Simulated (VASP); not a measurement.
# Ga (I4/mmm) in VASP: further runs, part 3 of 3

VASP 6.6.1. Earlier steps stand in the parts before.

## 4. Electric field gradients, LDA (equal xx and yy strain of +1 %)

Input file INCAR:

```
PREC = Accurate
ENCUT = 520
EDIFF = 1E-8
ISMEAR = -1
SIGMA = 0.05
LREAL = F
LASPH = T
NELM = 80
ALGO = Normal
ISIF = 2
LWAVE = F
LCHARG = F
GGA = CA
LEFG = T
ISYM = 0
NBANDS = 12
```

Input file KPOINTS:

```
regular mesh
0
Gamma
  14 14 16
```

Input file POSCAR:

```
Ga
1.0
   -1.4180400000      1.4180400000      2.2290000000
    1.4180400000     -1.4180400000      2.2290000000
    1.4180400000      1.4180400000     -2.2290000000
Ga
1
Direct
    0.0000000000      0.0000000000      0.0000000000
```

Potentials or basis: VASP PAW LDA potentials, release 64 (Ga_d).

Launch:

```
cat potpaw_LDA.64/Ga_d/POTCAR > POTCAR
mpirun -np 1 vasp_std > vasp.out
```

OUTCAR:

```text
PREC = Accurate
   ENCUT = 520
   EDIFF = 1E-8
   ISMEAR = -1
   LREAL = F
   LASPH = T
   NELM = 80
   ISIF = 2
   GGA = CA
   ISYM = 0

 ion  position               nearest neighbor table
   1  0.000  0.000  0.000-

IMPORTANT INFORMATION: All symmetrisations will be switched off!
NOSYMM: (Re-)initialisation of all symmetry stuff for point group C_1.

[... 553 lines left out ...]
    total drift:                                0.000000      0.000000      0.000000

  FREE ENERGIE OF THE ION-ELECTRON SYSTEM (eV)
  ---------------------------------------------------
  free  energy   TOTEN  =        -3.5578831093 eV

  energy  without entropy=       -3.5548716742  energy(sigma->0) =       -3.55637739

 Electric field gradients (V/A^2)
---------------------------------------------------------------------
 ion       V_xx      V_yy      V_zz      V_xy      V_xz      V_yz
---------------------------------------------------------------------
   1      -9.592    -9.592    19.184     0.156     0.496     0.496
---------------------------------------------------------------------

 Electric field gradients after diagonalization (V/A^2)
 (convention: |V_zz| > |V_xx| > |V_yy|)
----------------------------------------------------------------------
 ion       V_xx      V_yy      V_zz     asymmetry (V_yy - V_xx)/ V_zz
----------------------------------------------------------------------
   1      -9.747    -9.454    19.201       0.015
----------------------------------------------------------------------

           NMR quadrupolar parameters

 Cq : quadrupolar parameter    Cq=e*Q*V_zz/h
 eta: asymmetry parameters     (V_yy - V_xx)/ V_zz
 Q  : nuclear electric quadrupole moment in mb (millibarn)
----------------------------------------------------------------------
 ion       Cq(MHz)       eta       Q (mb)
----------------------------------------------------------------------
   1       0.046       0.015       1.000
----------------------------------------------------------------------
```

OSZICAR:

```text
N       E                     dE             d eps       ncg     rms          rms(c)
DAV:   1     0.434782130778E+02    0.43478E+02   -0.66861E+03 40868   0.190E+03
DAV:   2    -0.141076215496E+01   -0.44889E+02   -0.43196E+02 39796   0.265E+02
DAV:   3    -0.357870610837E+01   -0.21679E+01   -0.21629E+01 43324   0.463E+01
DAV:   4    -0.359628421756E+01   -0.17578E-01   -0.17576E-01 43096   0.446E+00
DAV:   5    -0.359646697585E+01   -0.18276E-03   -0.18276E-03 44740   0.437E-01    0.894E-01
DAV:   6    -0.356604030343E+01    0.30427E-01   -0.44680E-02 46956   0.432E+00    0.428E-01
DAV:   7    -0.355873205351E+01    0.73082E-02   -0.74736E-03 48488   0.138E+00    0.118E-01
DAV:   8    -0.355788390645E+01    0.84815E-03   -0.80067E-04 47692   0.497E-01    0.853E-03
DAV:   9    -0.355788307905E+01    0.82740E-06   -0.60309E-06 46424   0.391E-02    0.283E-03
DAV:  10    -0.355788311452E+01   -0.35469E-07   -0.13756E-07 44072   0.506E-03    0.247E-04
DAV:  11    -0.355788310925E+01    0.52664E-08   -0.44271E-09 31692   0.110E-03
   1 F= -.35578831E+01 E0= -.35563774E+01  d E =-.301144E-02
```

stdout:

```text
POSCAR found type information on POSCAR Ga
 POSCAR found :  1 types and       1 ions
 scaLAPACK will be used
 LDA part: xc-table for (Slater(with rela. corr.)+CA(PZ))
 , standard interpolation
 -----------------------------------------------------------------------------
|                                                                             |
[... 18 lines left out ...]
 FFT: planning ... GRIDC
 FFT: planning ... GRID_SOFT
 FFT: planning ... GRID
 WAVECAR not read
 entering main loop
ion   1

     0.0000481    -0.1455092    -0.4537069   -15.4038690    -0.4537064     0.0000010
     0.0000628    -0.1455078    -0.4537005   -15.4036130    -0.4537000     0.0000010
     0.0000820    -0.1455059    -0.4536909   -15.4032260    -0.4536904     0.0000010
     0.0001070    -0.1455030    -0.4536764   -15.4026442    -0.4536759     0.0000010
```

It took 2 min on 1 thread of Intel Xeon Platinum 8488C (Sapphire Rapids), shared host; peak memory 0.41 GiB.

What came out:

* Free energy: -3.5579 eV
* Pressure: -2.7 GPa
* Band gap on the k mesh: zero (an odd number of electrons rules out a gap without spin polarisation)
* Largest electric field gradient by atom: Ga +19.2 V/Å²

Stress tensor (GPa, compression positive):
```
-2.69 -0.10  0.11
-0.10 -2.69  0.11
 0.11  0.11 -2.65
```

Levels at points of the mesh, in eV from the Fermi level:
| k point | band 4 | band 5 | band 6 | band 7 | band 8 | band 9 |
| --- | --- | --- | --- | --- | --- | --- |
| (0.00, 0.00, 0.00) | -14.98 | -14.86 | -11.46 | 12.62 | 12.62 | 12.64 |
| (0.50, 0.00, 0.00) | -14.82 | -14.78 | -5.03 | -4.17 | 8.65 | 11.43 |
| (0.00, 0.50, 0.00) | -14.82 | -14.78 | -5.03 | -4.17 | 8.65 | 11.43 |
| (0.50, 0.50, 0.00) | -14.81 | -14.71 | -2.24 | -1.55 | 4.11 | 4.94 |
| (0.00, 0.00, 0.50) | -14.81 | -14.71 | -2.24 | -1.55 | 4.11 | 4.94 |
| (0.50, 0.00, 0.50) | -14.82 | -14.78 | -5.03 | -4.17 | 8.65 | 11.43 |
| (0.00, 0.50, 0.50) | -14.82 | -14.78 | -5.03 | -4.17 | 8.65 | 11.43 |
| (0.50, 0.50, 0.50) | -14.78 | -14.78 | -3.79 | -3.51 | 6.28 | 6.28 |

Electric field gradients, principal values (V/Å²):
| atom | least | middle | greatest (by size) |
| --- | --- | --- | --- |
| 1 Ga | -9.454 | -9.747 | 19.201 |

Caveat: the cell differs from its parent crystal (equal xx and yy strain of +1 %); without QUAD_EFG the Cq values of the log hold for a quadrupole moment of 1 mb, not for the nuclei.

## 5. Electric field gradients, LDA (zz strain of -1 %)

Input file INCAR:

```
SYSTEM = Ga
  ALGO = Normal
  EDIFF = 1E-8
  ENCUT = 520
  GGA = CA
  ISIF = 2
  ISMEAR = -1
  ISYM = 0
  LASPH = .TRUE.
  LCHARG = .FALSE.
  LEFG = .TRUE.
  LREAL = .FALSE.
  LWAVE = .FALSE.
  NBANDS = 12
  NELM = 60
  PREC = Accurate
  SIGMA = 0.05
```

Input file KPOINTS:

```
k-points
0
G
  14 14 16
  0 0 0
```

Input file POSCAR:

```
Ga
1.0
   -1.4040000000      1.4040000000      2.2067100000
    1.4040000000     -1.4040000000      2.2067100000
    1.4040000000      1.4040000000     -2.2067100000
Ga
1
Direct
    0.0000000000      0.0000000000      0.0000000000
```

Potentials or basis: VASP PAW LDA potentials, release 64 (Ga_d).

Launch:

```
cat potpaw_LDA.64/Ga_d/POTCAR > POTCAR
mpirun -np 1 vasp_std > vasp.out
```

OUTCAR:

```text
SYSTEM = Ga
   EDIFF = 1E-8
   ENCUT = 520
   GGA = CA
   ISIF = 2
   ISMEAR = -1
   ISYM = 0
   LASPH = .TRUE.
   LREAL = .FALSE.
   NELM = 60
   PREC = Accurate

 ion  position               nearest neighbor table
   1  0.000  0.000  0.000-

IMPORTANT INFORMATION: All symmetrisations will be switched off!
NOSYMM: (Re-)initialisation of all symmetry stuff for point group C_1.

----------------------------------------------------------------------------------------
[... 553 lines left out ...]
    total drift:                               -0.000000     -0.000000      0.000000

  FREE ENERGIE OF THE ION-ELECTRON SYSTEM (eV)
  ---------------------------------------------------
  free  energy   TOTEN  =        -3.5639528543 eV

  energy  without entropy=       -3.5611734550  energy(sigma->0) =       -3.56256315

 Electric field gradients (V/A^2)
---------------------------------------------------------------------
 ion       V_xx      V_yy      V_zz      V_xy      V_xz      V_yz
---------------------------------------------------------------------
   1      -9.742    -9.742    19.485    -0.132     0.369     0.369
---------------------------------------------------------------------

 Electric field gradients after diagonalization (V/A^2)
 (convention: |V_zz| > |V_xx| > |V_yy|)
----------------------------------------------------------------------
 ion       V_xx      V_yy      V_zz     asymmetry (V_yy - V_xx)/ V_zz
----------------------------------------------------------------------
   1      -9.884    -9.610    19.494       0.014
----------------------------------------------------------------------

           NMR quadrupolar parameters

 Cq : quadrupolar parameter    Cq=e*Q*V_zz/h
 eta: asymmetry parameters     (V_yy - V_xx)/ V_zz
 Q  : nuclear electric quadrupole moment in mb (millibarn)
----------------------------------------------------------------------
 ion       Cq(MHz)       eta       Q (mb)
----------------------------------------------------------------------
   1       0.047       0.014       1.000
----------------------------------------------------------------------
```

Run time: 2.3 min. Hardware: 1 thread of Intel Xeon 8259CL, shared host; peak memory 0.4 GiB.

What came out:

```yaml
Free_energy: -3.5640 eV
Pressure: -1.0 GPa
Band_gap_on_the_k_mesh: zero (an odd number of electrons rules out a gap without spin polarisation)
Largest_electric_field_gradient_by_atom: Ga +19.5 V/Å²
```

Electric field gradients, principal values (V/Å²):
| atom | least | middle | greatest (by size) |
| --- | --- | --- | --- |
| 1 Ga | -9.610 | -9.884 | 19.494 |

Caveat: the cell differs from its parent crystal (zz strain of -1 %); without QUAD_EFG the Cq values of the log hold for a quadrupole moment of 1 mb, not for the nuclei.

## 6. Overview

```csv
cell,gap on the mesh (eV),pressure (GPa)
"a = 2.945 Å, angles 123.9, 123.9, 83.4°, 1 atom",none,1.1
"a = 2.998 Å, angles 123.5, 123.5, 84.0°, 1 atom",none,-2.7
"a = 2.969 Å, angles 123.5, 123.5, 84.0°, 1 atom",none,-1.0
```

Alike in all rows: task electric field gradients; level LDA; potentials or basis VASP PAW LDA potentials, release 64 (Ga_d); no spin polarisation; k mesh 14 × 14 × 16; cutoff (eV) 520; smearing fermi-dirac 0.05 eV.

Total energies depend on the potentials used, so only differences within one code and one set of settings carry meaning.
